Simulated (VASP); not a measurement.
# TiC (Fm-3m) in VASP: single point with HSE06

Aim: the single point of TiC with HSE06.

All numbers are computed with VASP 6.6.1; they aren't measurements. Logs are shortened: lines on timing, memory, paths and dates and some standing lists are left out, and cuts for length are marked.

**1. The cell of the first run**

Symmetry: Fm-3m, No. 225, cubic system. Conventional cell: a = 4.293 Å, b = 4.293 Å, c = 4.293 Å, α = 90.00°, β = 90.00°, γ = 90.00°. Ti (site symmetry m-3m) has 6 C at 2.15 Å within 2.8 Å. Within 2.8 Å of C (site symmetry m-3m) lie 6 Ti at 2.15 Å.

**2. Single point, HSE06**

POSCAR

```
TiC
1.0
    0.0000000000      2.1464758510      2.1464758510
    2.1464758510      0.0000000000      2.1464758510
    2.1464758510      2.1464758510      0.0000000000
Ti C
1 1
Direct
    0.0000000000      1.0000000000      1.0000000000
    0.5000000000      0.5000000000      0.5000000000
```

INCAR.step1

```
PREC = Accurate
ENCUT = 520
EDIFF = 1E-5
ISMEAR = 0
SIGMA = 0.1
LREAL = False
LASPH = True
NELM = 80
ALGO = Normal
ISIF = 2
LWAVE = True
LCHARG = False
GGA = PE
NBANDS = 15
```

INCAR.step2

```
PREC = Accurate
ENCUT = 520
EDIFF = 1E-6
ISMEAR = 0
SIGMA = 0.1
LREAL = False
LASPH = True
NELM = 80
ALGO = Normal
ISIF = 2
LWAVE = False
LCHARG = False
GGA = PE
LHFCALC = True
HFSCREEN = 0.2079
PRECFOCK = Normal
ISTART = 1
NBANDS = 15
```

KPOINTS

```
regular mesh
0
Gamma
  8 8 8
```

Potentials or basis: VASP PAW PBE potentials, release 64 (Ti_sv, C).

Started as:

```console
> cat potpaw_PBE.64/Ti_sv/POTCAR potpaw_PBE.64/C/POTCAR > POTCAR
> cp INCAR.step1 INCAR
> mpirun -np 1 vasp_std > vasp.out
> cp INCAR.step2 INCAR
> mpirun -np 1 vasp_std > vasp.out
```

OUTCAR:

```text
PREC = Accurate
   ENCUT = 520
   EDIFF = 1E-6
   ISMEAR = 0
   LREAL = False
   LASPH = True
   NELM = 80
   ISIF = 2
   GGA = PE
   LHFCALC = True
   HFSCREEN = 0.2079
   PRECFOCK = Normal
   ISTART = 1

 ion  position               nearest neighbor table
   1  0.000  0.000  0.000-   2 2.15   2 2.15   2 2.15   2 2.15   2 2.15   2 2.15
   2  0.500  0.500  0.500-   1 2.15   1 2.15   1 2.15   1 2.15   1 2.15   1 2.15

  LATTYP: Found a face centered cubic cell.
 ALAT       =     4.2929517020

  Lattice vectors:

 A1 = (   0.0000000000,   2.1464758510,   2.1464758510)
 A2 = (   2.1464758510,   0.0000000000,   2.1464758510)
 A3 = (   2.1464758510,   2.1464758510,   0.0000000000)

Analysis of symmetry for initial positions (statically):
=====================================================================
 Subroutine PRICEL returns:
 Original cell was already a primitive cell.

 Routine SETGRP: Setting up the symmetry group for a
 face centered cubic supercell.

 Subroutine GETGRP returns: Found 48 space group operations
 (whereof 48 operations were pure point group operations)
 out of a pool of 48 trial point group operations.

The static configuration has the point symmetry O_h .

Analysis of symmetry for dynamics (positions and initial velocities):
=====================================================================
 Subroutine PRICEL returns:
 Original cell was already a primitive cell.

 Routine SETGRP: Setting up the symmetry group for a
 face centered cubic supercell.

 Subroutine GETGRP returns: Found 48 space group operations
 (whereof 48 operations were pure point group operations)
 out of a pool of 48 trial point group operations.

The dynamic configuration has the point symmetry O_h .

 Subroutine INISYM returns: Found 48 space group operations
 (whereof 48 operations are pure point group operations),
 and found     1 'primitive' translations

----------------------------------------------------------------------------------------

                                     Primitive cell

  volume of cell :      19.7792

  direct lattice vectors                    reciprocal lattice vectors
     0.000000000  2.146475851  2.146475851    -0.232939961  0.232939961  0.232939961
     2.146475851  0.000000000  2.146475851     0.232939961 -0.232939961  0.232939961
     2.146475851  2.146475851  0.000000000     0.232939961  0.232939961 -0.232939961

  length of vectors
     3.035575260  3.035575260  3.035575260     0.403463847  0.403463847  0.403463847

[... 94 lines left out ...]
   EFERMI =   0.00;   METHOD = LEGACY
   ISMEAR =     0;   SIGMA  =   0.10  broadening in eV -4-tet -1-fermi 0-gaus
   EFERMI_NEDOS =   21; number of points for ismear=-14 and -15
   IALGO  =     38    algorithm
   IMIX   =      1    mixing-type and parameters
     AMIX     =   0.40;   BMIX     =  1.00
     AMIX_MAG =   1.60;   BMIX_MAG =  1.00
  volume/ion in A,a.u.               =       9.89        66.74
  Fermi-wavevector in a.u.,A,eV,Ry     =   1.525383  2.882555 31.657933  2.326792
  Thomas-Fermi vector in A             =   2.633561
   LORBIT       =      0    0 simple, 1 ext, 2 COOP (PROOUT), +10 PAW based schemes
   GGA     = PE    functional components
   LHFCALC =     T    Hartree Fock is set to
   PRECFOCK=normal    Normal, Fast or Accurate (Low or Medium for compatibility)
   ENCUT4O =  -1.0   cutoff for four orbital integrals eV
   NKREDX  =     1    reduce k-point grid by
   NKREDY  =     1    reduce k-point grid by
   NKREDZ  =     1    reduce k-point grid by
   AEXX    =    0.2500 exact exchange contribution
   HFSCREEN=    0.2079 screening length (either q_TF or 0.3 A-1)
   HFSCREENC=   0.2079 screening length for correlation (either q_TF or 0.3 A-1)
   ENCUTFOCK=  -1.0 apply spherical cutoff to Coloumb kernel
   IVDW    =     0    specifies the selected vdW correction
   LEPSILON=     F    determine dielectric tensor
   LRPA    =     F    only Hartree local field effects (RPA)
 non-spin polarized calculation
 Gauss-broadening in eV      SIGMA  =   0.10
  energy-cutoff  :      520.00
  volume of cell :       19.78
 maximum number of plane-waves:       544
  NGX = 18; NGY = 18; NGZ = 18

 number of electron      16.0000003 magnetization

 Free energy of the ion-electron system (eV)
  ---------------------------------------------------
  ext. energy  EPLUGINS =         0.00000000
  ---------------------------------------------------
  free energy    TOTEN  =       -22.03526193 eV

  energy without entropy =      -22.03515080  energy(sigma->0) =      -22.03520636

 E-fermi :   9.6163     XC(G=0): -10.4952

 val. band max:        9.4573568723   @ k =   0.5000   0.5000   0.0000
 cond. band min:       9.7931780939   @ k =   0.1250   0.1250   0.0000
 fundamental gap:      0.3358212215
 Fermi energy:         9.6162778534

 k-point     1 :       0.0000    0.0000    0.0000
  band No.  band energies     occupation
      1     -51.6648      2.00000
      2     -26.0170      2.00000
      3     -26.0170      2.00000
      4     -26.0170      2.00000
      5      -4.7302      2.00000
      6      10.9882      0.00000
      7      10.9882      0.00000
      8      10.9882      0.00000
      9      11.5750      0.00000
     10      11.5750      0.00000
     11      11.5750      0.00000
     12      11.7697      0.00000
     13      11.7697      0.00000
     14      21.6063      0.00000
[... 401 lines left out ...]
      2     -26.5262      2.00000
      3     -26.2280      2.00000
      4     -26.1213      2.00000
      5      -1.0869      2.00000
      6       3.8177      2.00000
      7       5.9468      2.00000
      8       6.5232      2.00000
      9      13.2691      0.00000
     10      13.5189      0.00000
     11      14.6848      0.00000
     12      17.3447      0.00000
     13      17.7689      0.00000
     14      21.8416      0.00000
     15      25.3051      0.00000

 [... further k-points ...]
[... 5 lines left out ...]
  --------------------------------------------------------------------------------------
  -------------------------------------------------------------------------------------
  Total        0.2850512      0.2850512      0.2850512      0.0000000      0.0000000      0.0000000
  in kB       23.0900772     23.0900772     23.0900772      0.0000000      0.0000000      0.0000000
  external PRESSURE =      23.0900772 kB  Pullay stress =       0.0000000 kB

 VOLUME and BASIS-vectors are now :
 -----------------------------------------------------------------------------
  energy-cutoff  :      520.00
  volume of cell :       19.78
      direct lattice vectors                 reciprocal lattice vectors
     0.000000000  2.146475851  2.146475851    -0.232939961  0.232939961  0.232939961
     2.146475851  0.000000000  2.146475851     0.232939961 -0.232939961  0.232939961
     2.146475851  2.146475851  0.000000000     0.232939961  0.232939961 -0.232939961

 POSITION                                       TOTAL-FORCE (eV/Angst)
 -----------------------------------------------------------------------------------
      0.00000      0.00000      0.00000         0.000000     -0.000000     -0.000000
      2.14648      2.14648      2.14648        -0.000000      0.000000      0.000000
 -----------------------------------------------------------------------------------
    total drift:                                0.000000      0.000000      0.000000

  FREE ENERGIE OF THE ION-ELECTRON SYSTEM (eV)
  ---------------------------------------------------
  free  energy   TOTEN  =       -22.0352619275 eV

  energy  without entropy=      -22.0351507988  energy(sigma->0) =      -22.03520636
```

It took 1.6 h on 1 thread of Intel Xeon Platinum 8259CL at 2.50GHz (Skylake/Cascade Lake), shared host; peak memory 0.27 GiB.

Results:

```yaml
Free_energy: -22.0353 eV
Pressure: 2.3 GPa
Band_gap_on_the_k_mesh: zero (bands 8 and 9 overlap by 1.73 eV)
```

Caveat: the PAW data sets were made with another functional, which shifts forces and pressure a little.
